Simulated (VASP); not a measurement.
A run of VASP 6.6.1 is set up as follows.

File INCAR:

```
PREC     = Accurate       # precision mode
ENCUT    = 600            # plane-wave cutoff, eV
EDIFF    = 1E-6           # SCF threshold, eV
ISMEAR   = -1             # smearing method
SIGMA    = 0.02           # smearing width, eV
LREAL    = F              # projectors in reciprocal space
LASPH    = T              # aspherical terms in the spheres
NELM     = 120            # most SCF steps
ALGO     = Normal         # electronic algorithm
ISIF     = 2              # what is computed and relaxed
LWAVE    = F              # write WAVECAR
LCHARG   = F              # write CHGCAR
GGA      = PE             # functional
NBANDS   = 37             # bands
GGA_COMPAT= F
```

Contents of KPOINTS:

```
Automatic mesh
0
Gamma
  6 6 6
```

File POSCAR:

```
Ag2O
1.0
    4.7561179341      0.0000000000      0.0000000000
    0.0000000000      4.7561179341      0.0000000000
    0.0000000000      0.0000000000      4.7561179341
Ag O
4 2
Direct
    0.2500000000      0.2500000000      0.2500000000
    0.2500000000      0.7500000000      0.7500000000
    0.7500000000      0.7500000000      0.2500000000
    0.7500000000      0.2500000000      0.7500000000
    0.0000000000      0.0000000000      0.0000000000
    0.5000000000      0.5000000000      0.5000000000
```

Potentials or basis: VASP PAW PBE potentials, release 64 (Ag, O).

Launch:

```bash
$ cat potpaw_PBE.64/Ag/POTCAR potpaw_PBE.64/O/POTCAR > POTCAR
$ mpirun -np 1 vasp_std > vasp.out
```

Problem. Estimate the band gap on the k mesh.

Solution. Zero (filled and empty bands touch).

Problem. Estimate the pressure.

Solution. 2.5 GPa.
